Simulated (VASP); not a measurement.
# LiF (Griceite) (Fm-3m) in VASP: notebook, part 2 of 2

VASP 6.6.1.

## (4) Single point, PBE-based screened hybrid

This run uses another cell than the first one, of 8.17 Å³/atom, 0.962 times its volume.

Contents of POSCAR:

```
LiF
1.0
    0.0000000000      2.0140000000      2.0140000000
    2.0140000000      0.0000000000      2.0140000000
    2.0140000000      2.0140000000      0.0000000000
F Li
1 1
Direct
    0.5000000000      0.5000000000      0.5000000000
    0.0000000000      0.0000000000      0.0000000000
```

Contents of INCAR.step1:

```
PREC = Accurate ; ENCUT = 520
EDIFF = 1E-5 ; ISMEAR = -1
SIGMA = 0.05 ; LREAL = F
LASPH = T ; NELM = 80
ALGO = Normal ; ISIF = 2
LWAVE = T ; LCHARG = F
NBANDS = 12 ; GGA = PE
```

Contents of INCAR.step2:

```
PREC = Accurate ; ENCUT = 520
EDIFF = 1E-7 ; ISMEAR = -1
SIGMA = 0.05 ; LREAL = F
LASPH = T ; NELM = 80
ALGO = Normal ; ISIF = 2
LWAVE = F ; LCHARG = F
GGA = PE ; LHFCALC = T
AEXX = 0.25 ; HFSCREEN = 0.6
PRECFOCK = Normal ; NBANDS = 12
ISTART = 1
```

Contents of KPOINTS:

```
Automatic mesh
0
Gamma
  6 6 6
```

Potentials or basis: VASP PAW PBE potentials, release 64 (F, Li_sv).

Command:

```
> cat potpaw_PBE.64/F/POTCAR potpaw_PBE.64/Li_sv/POTCAR > POTCAR
> cp INCAR.step1 INCAR
> mpirun -np 1 vasp_std > vasp.out
> cp INCAR.step2 INCAR
> mpirun -np 1 vasp_std > vasp.out
```

OUTCAR:

```text
PREC = Accurate
   ENCUT = 520
   EDIFF = 1E-7
   ISMEAR = -1
   LREAL = F
   LASPH = T
   NELM = 80
   ISIF = 2
   GGA = PE
   LHFCALC = T
   AEXX = 0.25
   HFSCREEN = 0.6
   PRECFOCK = Normal
   ISTART = 1

 ion  position               nearest neighbor table
   1  0.500  0.500  0.500-   2 2.01   2 2.01   2 2.01   2 2.01   2 2.01   2 2.01
   2  0.000  0.000  0.000-   1 2.01   1 2.01   1 2.01   1 2.01   1 2.01   1 2.01

  LATTYP: Found a face centered cubic cell.
 ALAT       =     4.0280000000

  Lattice vectors:

 A1 = (   0.0000000000,   2.0140000000,   2.0140000000)
 A2 = (   2.0140000000,   0.0000000000,   2.0140000000)
 A3 = (   2.0140000000,   2.0140000000,   0.0000000000)

Analysis of symmetry for initial positions (statically):
=====================================================================
 Subroutine PRICEL returns:
 Original cell was already a primitive cell.

 Routine SETGRP: Setting up the symmetry group for a
 face centered cubic supercell.

 Subroutine GETGRP returns: Found 48 space group operations
[... 174 lines left out ...]
      2     -23.4972      2.00000
      3      -2.1047      2.00000
      4      -2.1047      2.00000
      5      -2.1047      2.00000
      6       8.2778      0.00000
      7      23.3443      0.00000
      8      23.3443      0.00000
      9      23.3443      0.00000
     10      23.6395      0.00000
     11      23.6395      0.00000
     12      23.6395      0.00000
[... 211 lines left out ...]
 k-point    16 :      -0.3333    0.5000    0.1667
  band No.  band energies     occupation
      1     -44.8526      2.00000
      2     -22.8096      2.00000
      3      -4.6741      2.00000
      4      -3.6789      2.00000
      5      -2.9764      2.00000
      6      14.2202      0.00000
      7      14.7172      0.00000
      8      16.7736      0.00000
      9      18.9128      0.00000
     10      23.3274      0.00000
     11      30.9876      0.00000
     12      33.4923      0.00000

------------------------ aborting loop because EDIFF is reached ----------------------------------------

  FORCE on cell =-STRESS in cart. coord.  units (eV):
  Direction    XX          YY          ZZ          XY          YZ          ZX
  --------------------------------------------------------------------------------------
  -------------------------------------------------------------------------------------
  Total       -0.0795537     -0.0795537     -0.0795537      0.0000000      0.0000000     -0.0000000
  in kB       -7.8012237     -7.8012237     -7.8012237      0.0000000      0.0000000     -0.0000000
  external PRESSURE =      -7.8012237 kB  Pullay stress =       0.0000000 kB

 VOLUME and BASIS-vectors are now :
 -----------------------------------------------------------------------------
  energy-cutoff  :      520.00
  volume of cell :       16.34
      direct lattice vectors                 reciprocal lattice vectors
     0.000000000  2.014000000  2.014000000    -0.248262165  0.248262165  0.248262165
     2.014000000  0.000000000  2.014000000     0.248262165 -0.248262165  0.248262165
     2.014000000  2.014000000  0.000000000     0.248262165  0.248262165 -0.248262165

 POSITION                                       TOTAL-FORCE (eV/Angst)
 -----------------------------------------------------------------------------------
      2.01400      2.01400      2.01400         0.000000      0.000000      0.000000
      0.00000      0.00000      0.00000        -0.000000      0.000000     -0.000000
 -----------------------------------------------------------------------------------
    total drift:                               -0.000000     -0.000000     -0.000000

  FREE ENERGIE OF THE ION-ELECTRON SYSTEM (eV)
  ---------------------------------------------------
  free  energy   TOTEN  =       -10.7212983237 eV

  energy  without entropy=      -10.7212983237  energy(sigma->0) =      -10.72129832
```

OUTCAR.step1:

```text
PREC = Accurate
   ENCUT = 520
   EDIFF = 1E-5
   ISMEAR = -1
   LREAL = F
[... 453 lines left out ...]
      2.01400      2.01400      2.01400        -0.000000     -0.000000      0.000000
      0.00000      0.00000      0.00000         0.000000      0.000000     -0.000000
 -----------------------------------------------------------------------------------
    total drift:                               -0.000000     -0.000000      0.000000

  FREE ENERGIE OF THE ION-ELECTRON SYSTEM (eV)
  ---------------------------------------------------
  free  energy   TOTEN  =        -9.6375498482 eV

  energy  without entropy=       -9.6375498482  energy(sigma->0) =       -9.63754985
```

OSZICAR.step1:

```text
N       E                     dE             d eps       ncg     rms          rms(c)
DAV:   1     0.296912267514E+02    0.29691E+02   -0.52581E+03   392   0.843E+02
DAV:   2    -0.925522581889E+01   -0.38946E+02   -0.38242E+02   484   0.186E+02
DAV:   3    -0.101422725040E+02   -0.88705E+00   -0.88569E+00   512   0.242E+01
DAV:   4    -0.101481411619E+02   -0.58687E-02   -0.58683E-02   448   0.204E+00
DAV:   5    -0.101482294122E+02   -0.88250E-04   -0.88250E-04   516   0.166E-01    0.454E+00
DAV:   6    -0.962630078497E+01    0.52193E+00   -0.24999E+00   420   0.980E+00    0.139E+00
DAV:   7    -0.963062944803E+01   -0.43287E-02   -0.18204E-02   512   0.118E+00    0.860E-01
DAV:   8    -0.963744045626E+01   -0.68110E-02   -0.15056E-02   472   0.127E+00    0.109E-01
DAV:   9    -0.963746763535E+01   -0.27179E-04   -0.88740E-04   440   0.270E-01    0.429E-02
DAV:  10    -0.963754705403E+01   -0.79419E-04   -0.13373E-04   424   0.897E-02    0.142E-02
DAV:  11    -0.963754984822E+01   -0.27942E-05   -0.50814E-06   312   0.217E-02
   1 F= -.96375498E+01 E0= -.96375498E+01  d E =-.157055E-11
```

Run time: 7.2 min. Hardware: 1 thread of AMD EPYC 9755, shared host; peak memory 0.19 GiB.

What came out:

| Quantity | Value |
| --- | --- |
| Free energy | -10.7213 eV |
| Band gap on the k mesh | 10.38 eV, direct |

Caveat: the k points lie up to 0.45 Å⁻¹ apart; the cutoff is under 1.25 times the usual one of these potentials, so pressure, stress and relaxed cells hold a basis-set (Pulay) error; the PAW data sets were made with another functional, which shifts forces and pressure a little.

## (5) Single point, PBE-based screened hybrid

This run uses another cell than the first one, of 8.17 Å³/atom, 0.962 times its volume.

POSCAR is that of step 4.

Contents of INCAR.step1:

```
PREC     = Accurate       # precision mode
ENCUT    = 520            # plane-wave cutoff, eV
EDIFF    = 1E-5           # SCF threshold, eV
ISMEAR   = -1             # smearing method
SIGMA    = 0.05           # smearing width, eV
LREAL    = False          # projectors in reciprocal space
LASPH    = True           # aspherical terms in the spheres
NELM     = 80             # most SCF steps
ALGO     = Normal         # electronic algorithm
ISIF     = 2              # what is computed and relaxed
LWAVE    = True           # write WAVECAR
NBANDS   = 12             # bands
GGA      = PE             # functional
```

Contents of INCAR.step2:

```
PREC     = Accurate       # precision mode
ENCUT    = 520            # plane-wave cutoff, eV
EDIFF    = 1E-7           # SCF threshold, eV
ISMEAR   = -1             # smearing method
SIGMA    = 0.05           # smearing width, eV
LREAL    = False          # projectors in reciprocal space
LASPH    = True           # aspherical terms in the spheres
NELM     = 80             # most SCF steps
ALGO     = Normal         # electronic algorithm
ISIF     = 2              # what is computed and relaxed
LWAVE    = False          # write WAVECAR
LCHARG   = True           # write CHGCAR
GGA      = PE             # functional
LHFCALC  = True           # exact exchange
AEXX     = 0.05           # exact-exchange fraction
HFSCREEN = 0.2            # screening, 1/A
PRECFOCK = Normal       
LELF     = True           # ELF
LVHAR    = True         
NBANDS   = 12             # bands
ISTART   = 1
```

Contents of KPOINTS:

```
regular mesh
0
Gamma
  6 6 6
```

Command:

```
> cat potpaw_PBE.64/F/POTCAR potpaw_PBE.64/Li_sv/POTCAR > POTCAR
> cp INCAR.step1 INCAR
> mpirun -np 1 vasp_std > vasp.out
> cp INCAR.step2 INCAR
> mpirun -np 1 vasp_std > vasp.out
```

It took 5.9 min on 1 thread of AMD EPYC 9755, shared host; peak memory 0.19 GiB.

Results (log left out):

```
Free energy            : -9.9861 eV
Band gap on the k mesh : 9.55 eV, direct
```

Levels at points of the mesh, in eV from the valence-band top:
| k point | band 3 | band 4 | band 5 | band 6 | band 7 | band 8 |
| --- | --- | --- | --- | --- | --- | --- |
| (0.00, 0.00, 0.00) | 0.00 | 0.00 | 0.00 | 9.55 | 24.50 | 24.50 |
| (0.50, 0.00, 0.00) | -2.55 | -0.23 | -0.23 | 11.24 | 17.28 | 19.40 |
| (0.50, 0.50, 0.00) | -3.03 | -1.01 | -1.01 | 15.33 | 16.93 | 17.96 |

Caveat: the k points lie up to 0.45 Å⁻¹ apart; the cutoff is under 1.25 times the usual one of these potentials, so pressure, stress and relaxed cells hold a basis-set (Pulay) error; the PAW data sets were made with another functional, which shifts forces and pressure a little.

## (6) Single point, PBE-based screened hybrid

This run uses another cell than the first one, of 8.17 Å³/atom, 0.962 times its volume.

POSCAR is that of step 5.

Contents of INCAR.step1:

```
ALGO = Normal
EDIFF = 1E-5
ENCUT = 520
GGA = PE
ISIF = 2
ISMEAR = -1
LASPH = True
LCHARG = False
LREAL = False
LWAVE = True
NBANDS = 12
NELM = 80
PREC = Accurate
SIGMA = 0.05
```

Contents of INCAR.step2:

```
AEXX = 0.1
ALGO = Normal
EDIFF = 1E-6
ENCUT = 520
GGA = PE
HFSCREEN = 0.2
ISIF = 2
ISMEAR = -1
ISTART = 1
LASPH = True
LCHARG = False
LHFCALC = True
LREAL = False
LWAVE = False
NBANDS = 12
NELM = 80
PREC = Accurate
PRECFOCK = Normal
SIGMA = 0.05
```

Contents of KPOINTS:

```
k-points
0
Gamma
  6 6 6
```

Potentials or basis: VASP PAW PBE potentials, release 64 (F, Li_sv).

Command:

```
> cat potpaw_PBE.64/F/POTCAR potpaw_PBE.64/Li_sv/POTCAR > POTCAR
> cp INCAR.step1 INCAR
> mpirun -np 1 vasp_std > vasp.out
> cp INCAR.step2 INCAR
> mpirun -np 1 vasp_std > vasp.out
```

OUTCAR:

```text
AEXX = 0.1
   EDIFF = 1E-6
   ENCUT = 520
   GGA = PE
   HFSCREEN = 0.2
   ISIF = 2
   ISMEAR = -1
   ISTART = 1
   LASPH = True
   LHFCALC = True
   LREAL = False
   NELM = 80
   PREC = Accurate
   PRECFOCK = Normal

 ion  position               nearest neighbor table
   1  0.500  0.500  0.500-   2 2.01   2 2.01   2 2.01   2 2.01   2 2.01   2 2.01
   2  0.000  0.000  0.000-   1 2.01   1 2.01   1 2.01   1 2.01   1 2.01   1 2.01

[... 427 lines left out ...]
     12      33.3504      0.00000

------------------------ aborting loop because EDIFF is reached ----------------------------------------

  FORCE on cell =-STRESS in cart. coord.  units (eV):
  Direction    XX          YY          ZZ          XY          YZ          ZX
  --------------------------------------------------------------------------------------
  -------------------------------------------------------------------------------------
  Total        0.0576178      0.0576178      0.0576178     -0.0000000     -0.0000000      0.0000000
  in kB        5.6501400      5.6501400      5.6501400     -0.0000000     -0.0000000      0.0000000
  external PRESSURE =       5.6501400 kB  Pullay stress =       0.0000000 kB

 VOLUME and BASIS-vectors are now :
 -----------------------------------------------------------------------------
  energy-cutoff  :      520.00
  volume of cell :       16.34
      direct lattice vectors                 reciprocal lattice vectors
     0.000000000  2.014000000  2.014000000    -0.248262165  0.248262165  0.248262165
     2.014000000  0.000000000  2.014000000     0.248262165 -0.248262165  0.248262165
     2.014000000  2.014000000  0.000000000     0.248262165  0.248262165 -0.248262165

 POSITION                                       TOTAL-FORCE (eV/Angst)
 -----------------------------------------------------------------------------------
      2.01400      2.01400      2.01400         0.000000      0.000000      0.000000
      0.00000      0.00000      0.00000        -0.000000     -0.000000     -0.000000
 -----------------------------------------------------------------------------------
    total drift:                               -0.000000     -0.000000     -0.000000

  FREE ENERGIE OF THE ION-ELECTRON SYSTEM (eV)
  ---------------------------------------------------
  free  energy   TOTEN  =       -10.3371256888 eV

  energy  without entropy=      -10.3371256888  energy(sigma->0) =      -10.33712569
```

Run time: 5.6 min. Hardware: 1 thread of AMD EPYC 9755, shared host; peak memory 0.19 GiB.

What came out:

| Quantity | Value |
| --- | --- |
| Free energy | -10.3371 eV |
| Band gap on the k mesh | 10.01 eV, direct |

Levels at points of the mesh, in eV from the valence-band top:
```tsv
k point	band 3	band 4	band 5	band 6	band 7	band 8
(0.00, 0.00, 0.00)	0.00	0.00	0.00	10.01	25.03	25.03
(0.50, 0.00, 0.00)	-2.58	-0.24	-0.24	11.71	17.81	19.90
(0.50, 0.50, 0.00)	-3.06	-1.02	-1.02	15.85	17.39	18.47
```

Caveat: the k points lie up to 0.45 Å⁻¹ apart; the cutoff is under 1.25 times the usual one of these potentials, so pressure, stress and relaxed cells hold a basis-set (Pulay) error; the PAW data sets were made with another functional, which shifts forces and pressure a little.

## (7) The runs side by side

| level | potentials or basis | cell | k mesh | grid for exact exchange (PRECFOCK) | share of exact exchange | screening parameter | gap on the mesh (eV) |
| --- | --- | --- | --- | --- | --- | --- | --- |
| LDA | VASP PAW LDA potentials, release 64 (F, Li_sv) | a = 2.886 Å, angles 60.0°, 2 atoms | 11 × 11 × 11 | - | - | - | 8.49 |
| LDA | VASP PAW LDA potentials, release 64 (F, Li_sv) | a = 2.904 Å, angles 60.0°, 2 atoms | 11 × 11 × 11 | - | - | - | 8.33 |
| PBE-based screened hybrid | VASP PAW PBE potentials, release 64 (F, Li_sv) | a = 2.848 Å, angles 60.0°, 2 atoms | 6 × 6 × 6 | Normal | 0.25 | 0.6 1/Å | 10.38 |
| PBE-based screened hybrid | VASP PAW PBE potentials, release 64 (F, Li_sv) | a = 2.848 Å, angles 60.0°, 2 atoms | 6 × 6 × 6 | Normal | 0.05 | 0.2 1/Å | 9.55 |
| PBE-based screened hybrid | VASP PAW PBE potentials, release 64 (F, Li_sv) | a = 2.848 Å, angles 60.0°, 2 atoms | 6 × 6 × 6 | Normal | 0.1 | 0.2 1/Å | 10.01 |

Alike in all rows: task single point; no spin polarisation; cutoff (eV) 520; smearing fermi-dirac 0.05 eV.

Caveats: some runs use coarse meshes; the cutoff is under 1.25 times the usual one of these potentials, so pressure, stress and relaxed cells hold a basis-set (Pulay) error; the PAW data sets were made with another functional, which shifts forces and pressure a little (some runs).

Absolute energies hang on the potentials; compare differences alone.
